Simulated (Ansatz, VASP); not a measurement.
TiPt3 in VASP and in Ansatz

```
Ti Pt
1.0
     3.89449    0.00000    0.00000
     0.00000    3.89449    0.00000
     0.00000    0.00000    3.89449
Ti Pt
1 3
Direct
  0.00000 0.00000 0.00000
  0.00000 0.50000 0.50000
  0.50000 0.00000 0.50000
  0.50000 0.50000 0.00000
```

Alike in both runs: functional r2SCAN; k mesh 9 × 9 × 9; occupations fermi-dirac, width 0.1 eV; no spin polarisation.

Ansatz relaxed the structure, and its values are those at the end. VASP's run is a single point on that final structure, the one shown.

|  | VASP | Ansatz |
| --- | --- | --- |
| version | VASP 6.6.1 | Ansatz 0.2.0 |
| potentials or method | VASP PAW PBE potentials, release 64 (Ti_sv, Pt), cutoff 520 eV | PAW plane waves |
| valence electrons in the cell | 42 | 66 |

|  | VASP | Ansatz | Ansatz less VASP |
| --- | --- | --- | --- |
| pressure (GPa) | 6.4 | 5.5 | -0.89 |

VASP's potentials were made for PBE, not for r2SCAN. VASP's potentials hold 42 valence electrons a cell and Ansatz's 66, so a difference there can come from the potentials and not from the codes. Ansatz's warnings: stress scf threshold loose.

Neither program's run includes spin-orbit coupling.
